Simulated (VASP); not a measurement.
# Bi2Te3 (R-3m) in VASP: notebook, part 2 of 2

VASP 6.6.1.

**5. Relaxation of cell and atoms, PBEsol**

This run uses another cell than the first one, of 33.87 Å³/atom.

INCAR

```
SYSTEM = Bi2Te3
PREC = Accurate ; ENCUT = 600
EDIFF = 1E-6 ; ISMEAR = 0
SIGMA = 0.03 ; LREAL = .FALSE.
LASPH = .TRUE. ; NELM = 80
ALGO = Normal ; ISIF = 3
LWAVE = .FALSE. ; LCHARG = .FALSE.
GGA = PS ; IBRION = 2
NSW = 90 ; EDIFFG = -0.01
KPAR = 2
```

KPOINTS

```
Automatic mesh
0
G
  7 7 7
  0 0 0
```

POSCAR

```
Bi2Te3
1.0
    2.1930000000      1.2661291403     10.1656666667
   -2.1930000000      1.2661291403     10.1656666667
    0.0000000000     -2.5322582807     10.1656666667
Bi Te
2 3
Direct
    0.4000000000      0.4000000000      0.4000000000
    0.6000000000      0.6000000000      0.6000000000
    0.0000000000      0.0000000000      0.0000000000
    0.2095000000      0.2095000000      0.2095000000
    0.7905000000      0.7905000000      0.7905000000
```

Potentials or basis: VASP PAW PBE potentials, release 64 (Bi_d, Te).

Run with:

```
$ cat potpaw_PBE.64/Bi_d/POTCAR potpaw_PBE.64/Te/POTCAR > POTCAR
$ mpirun -np 2 vasp_std > vasp.out
```

OUTCAR:

```text
SYSTEM = Bi2Te3
   PREC = Accurate
   ENCUT = 600
   EDIFF = 1E-6
   ISMEAR = 0
   LREAL = .FALSE.
   LASPH = .TRUE.
   NELM = 80
   ISIF = 3
   GGA = PS
   IBRION = 2
   NSW = 90
   EDIFFG = -0.01

 ion  position               nearest neighbor table
   1  0.400  0.400  0.400-   5 3.07   5 3.07   5 3.07   3 3.25   3 3.25   3 3.25
   2  0.600  0.600  0.600-   4 3.07   4 3.07   4 3.07   3 3.25   3 3.25   3 3.25
   3  0.000  0.000  0.000-   2 3.25   1 3.25   2 3.25   2 3.25   1 3.25   1 3.25
   4  0.209  0.209  0.209-   2 3.07   2 3.07   2 3.07   5 3.64   5 3.64   5 3.64
   5  0.791  0.791  0.791-   1 3.07   1 3.07   1 3.07   4 3.64   4 3.64   4 3.64

  LATTYP: Found a trigonal (rhomboedric) cell.
 ALAT       =    10.4763118882
 COS(alpha) =     0.9123624111

  Lattice vectors:

 A1 = (   2.1930000000,   1.2661291403,  10.1656666667)
 A2 = (  -2.1930000000,   1.2661291403,  10.1656666667)
 A3 = (   0.0000000000,  -2.5322582807,  10.1656666667)

Analysis of symmetry for initial positions (statically):
=====================================================================
 Subroutine PRICEL returns:
 Original cell was already a primitive cell.

 Routine SETGRP: Setting up the symmetry group for a
 trigonal (rhombohedral) supercell.

 Subroutine GETGRP returns: Found 12 space group operations
 (whereof 12 operations were pure point group operations)
 out of a pool of 12 trial point group operations.

The static configuration has the point symmetry D_3d.

Analysis of symmetry for dynamics (positions and initial velocities):
=====================================================================
 Subroutine PRICEL returns:
 Original cell was already a primitive cell.

 Routine SETGRP: Setting up the symmetry group for a
 trigonal (rhombohedral) supercell.

 Subroutine GETGRP returns: Found 12 space group operations
 (whereof 12 operations were pure point group operations)
[... 129 lines left out ...]
  volume/ion in A,a.u.               =      33.87       228.58
  Fermi-wavevector in a.u.,A,eV,Ry     =   1.075360  2.032136 15.733774  1.156400
  Thomas-Fermi vector in A             =   2.211215
   LORBIT       =      0    0 simple, 1 ext, 2 COOP (PROOUT), +10 PAW based schemes
   GGA     = PS    functional components
   LHFCALC =     F    Hartree Fock is set to
   AEXX    =    0.0000 exact exchange contribution
   IVDW    =     0    specifies the selected vdW correction
   LEPSILON=     F    determine dielectric tensor
   LRPA    =     F    only Hartree local field effects (RPA)
 conjugate gradient relaxation of ions
 non-spin polarized calculation
 Gauss-broadening in eV      SIGMA  =   0.03
  energy-cutoff  :      600.00
  volume of cell :      169.36
 maximum number of plane-waves:      5672
   NGX = 41   NGY = 41   NGZ = 41

--------------------------------------- Ionic step        1  -------------------------------------------

 number of electron      48.0000002 magnetization

 Free energy of the ion-electron system (eV)
  ---------------------------------------------------
  ext. energy  EPLUGINS =         0.00000000
  ---------------------------------------------------
  free energy    TOTEN  =       -20.29339832 eV

  energy without entropy =      -20.29339832  energy(sigma->0) =      -20.29339832

------------------------ aborting loop because EDIFF is reached ----------------------------------------

  FORCE on cell =-STRESS in cart. coord.  units (eV):
  Direction    XX          YY          ZZ          XY          YZ          ZX
  --------------------------------------------------------------------------------------
  -------------------------------------------------------------------------------------
  Total       -0.4903550     -0.4903550     -0.8027779      0.0000000      0.0000000      0.0000000
  in kB       -4.6389260     -4.6389260     -7.5945535      0.0000000      0.0000000      0.0000000
  external PRESSURE =      -5.6241352 kB  Pullay stress =       0.0000000 kB
[... 143 lines left out ...]
--------------------------------------- Ionic step        5  -------------------------------------------

 number of electron      47.9999998 magnetization

 Free energy of the ion-electron system (eV)
  ---------------------------------------------------
  ext. energy  EPLUGINS =         0.00000000
  ---------------------------------------------------
  free energy    TOTEN  =       -20.29738325 eV

  energy without entropy =      -20.29738325  energy(sigma->0) =      -20.29738325

 E-fermi :   6.2779     XC(G=0):  -9.5328

 val. band max:        6.1785998684   @ k =   0.0000   0.0000   0.0000
 cond. band min:       6.3771221643   @ k =   0.0000   0.0000   0.0000
 fundamental gap:      0.1985222959
 Fermi energy:         6.2778685500

 k-point     1 :       0.0000    0.0000    0.0000
  band No.  band energies     occupation
      1     -16.9370      2.00000
      2     -16.9370      2.00000
      3     -16.9354      2.00000
      4     -16.9354      2.00000
      5     -16.9272      2.00000
      6     -16.9257      2.00000
[... 733 lines left out ...]
     27       8.0192      0.00000
     28       8.4952      0.00000

 [... further k-points ...]
[... 5 lines left out ...]
  --------------------------------------------------------------------------------------
  -------------------------------------------------------------------------------------
  Total        0.0030179      0.0030179      0.0048325      0.0000000     -0.0000000      0.0000000
  in kB        0.0288245      0.0288245      0.0461560      0.0000000     -0.0000000      0.0000000
  external PRESSURE =       0.0346016 kB  Pullay stress =       0.0000000 kB
[... 20 lines left out ...]
  FREE ENERGIE OF THE ION-ELECTRON SYSTEM (eV)
  ---------------------------------------------------
  free  energy   TOTEN  =       -20.2973832485 eV

  energy  without entropy=      -20.2973832468  energy(sigma->0) =      -20.29738325

 reached required accuracy - stopping structural energy minimisation
```

Wall time 30 min (2 MPI ranks of Intel Xeon 6975P-C (Granite Rapids), shared host); peak memory 1.2 GiB.

Results:

```yaml
Free_energy: -20.2974 eV
Relaxed_volume: 33.55 Å³/atom
Relaxed_cell: a = 10.396 Å, b = 10.396 Å, c = 10.396 Å, α = 24.34°, β = 24.34°, γ = 24.34°
Space_group_after_relaxing_to_0.1_Å: R-3m (No. 166)
Energy_gained_by_relaxing: 0.8 meV/atom
Ionic_steps: 5
Pressure_after_relaxing: 0.0 GPa
Band_gap_on_the_k_mesh: 0.20 eV
```

Forces in eV/Å, atoms in the order of the input:
```
Bi   0.000  0.000 -0.003
Bi   0.000  0.000  0.003
Te   0.000  0.000  0.000
Te   0.000  0.000  0.001
Te   0.000  0.000 -0.001
```

The path:
```csv
step,energy change (eV),largest force (eV/Å),pressure (GPa),volume (Å³)
1,0.0000,0.0965,-0.56,169.36
2,-0.0020,0.0535,0.43,166.46
3,-0.0036,0.0134,0.02,167.61
4,-0.0038,0.0104,0.02,167.65
5,-0.0040,0.0028,0.00,167.75
```

Final structure:
```yaml
crystal:
  lattice:
    - [2.19139, 1.26520, 10.08385]
    - [-2.19139, 1.26520, 10.08385]
    - [0.00000, -2.53040, 10.08385]
  atoms:
    - { symbol: Bi, position: [0.39997, 0.39997, 0.39997] }
    - { symbol: Bi, position: [0.60003, 0.60003, 0.60003] }
    - { symbol: Te, position: [0.00000, 0.00000, 0.00000] }
    - { symbol: Te, position: [0.20964, 0.20964, 0.20964] }
    - { symbol: Te, position: [0.79036, 0.79036, 0.79036] }
```

Levels at points of the mesh, in eV from the valence-band top:
```csv
k point,band 20,band 21,band 22,band 23,band 24,band 25,band 26,band 27,band 28
"(0.00, 0.00, 0.00)",-1.75,-1.75,-0.89,-0.89,0.00,0.20,0.61,0.61,1.91
```

Caveat: the PAW data sets were made with another functional, which shifts forces and pressure a little; spin-orbit coupling is left out, which moves the levels of the heavy elements; an odd mesh through Γ misses points on the zone boundary, where band edges can lie.

**6. Relaxation of cell and atoms, PBEsol**

INCAR

```
SYSTEM = Bi2Te3
PREC = Accurate ; ENCUT = 600
EDIFF = 1E-7 ; ISMEAR = 0
SIGMA = 0.03 ; LREAL = .FALSE.
LASPH = .TRUE. ; NELM = 80
ALGO = Normal ; ISIF = 3
LWAVE = .FALSE. ; LCHARG = .FALSE.
GGA = PS ; IBRION = 2
NSW = 90 ; EDIFFG = -0.005
KPAR = 2
```

KPOINTS is that of step 5.

POSCAR

```
Bi2Te3                                  
1.0
    2.1913939420      1.2652018823     10.0838518317
   -2.1913939420      1.2652018823     10.0838518317
    0.0000000000     -2.5304037647     10.0838518317
  Bi              Te            
     2     3
Direct
     0.3999745827345502    0.3999745827345502    0.3999745827345502
     0.6000254172654499    0.6000254172654499    0.6000254172654499
     0.0000000000000000    0.0000000000000000    0.0000000000000000
     0.2096369416903477    0.2096369416903477    0.2096369416903477
     0.7903630583096523    0.7903630583096523    0.7903630583096523
```

Potentials or basis: VASP PAW PBE potentials, release 64 (Bi_d, Te).

Run with:

```
$ cat potpaw_PBE.64/Bi_d/POTCAR potpaw_PBE.64/Te/POTCAR > POTCAR
$ mpirun -np 2 vasp_std > vasp.out
```

Run time: 11 min. Hardware: 2 MPI ranks of Intel Xeon 6975P-C (Granite Rapids), shared host; peak memory 1.2 GiB.

The run converged. Its results:

```
Free energy                  : -20.2973 eV
Pressure after relaxing      : 0.0 GPa
Largest force after relaxing : 0.003 eV/Å
Band gap on the k mesh       : 0.20 eV
```

Forces in eV/Å, atoms in the order of the input:
```
Bi   0.000  0.000 -0.003
Bi   0.000  0.000  0.003
Te   0.000  0.000  0.000
Te   0.000  0.000  0.001
Te   0.000  0.000 -0.001
```

Final structure:
```yaml
crystal:
  lattice:
    - [2.19139, 1.26520, 10.08385]
    - [-2.19139, 1.26520, 10.08385]
    - [0.00000, -2.53040, 10.08385]
  atoms:
    - { symbol: Bi, position: [0.39997, 0.39997, 0.39997] }
    - { symbol: Bi, position: [0.60003, 0.60003, 0.60003] }
    - { symbol: Te, position: [0.00000, 0.00000, 0.00000] }
    - { symbol: Te, position: [0.20964, 0.20964, 0.20964] }
    - { symbol: Te, position: [0.79036, 0.79036, 0.79036] }
```

Levels at points of the mesh, in eV from the valence-band top:
| k point | band 20 | band 21 | band 22 | band 23 | band 24 | band 25 | band 26 | band 27 | band 28 |
| --- | --- | --- | --- | --- | --- | --- | --- | --- | --- |
| (0.00, 0.00, 0.00) | -1.75 | -1.75 | -0.89 | -0.89 | 0.00 | 0.20 | 0.61 | 0.61 | 1.91 |

Caveat: the relaxation stopped at its first step, so nothing moved; the PAW data sets were made with another functional, which shifts forces and pressure a little; spin-orbit coupling is left out, which moves the levels of the heavy elements; an odd mesh through Γ misses points on the zone boundary, where band edges can lie.
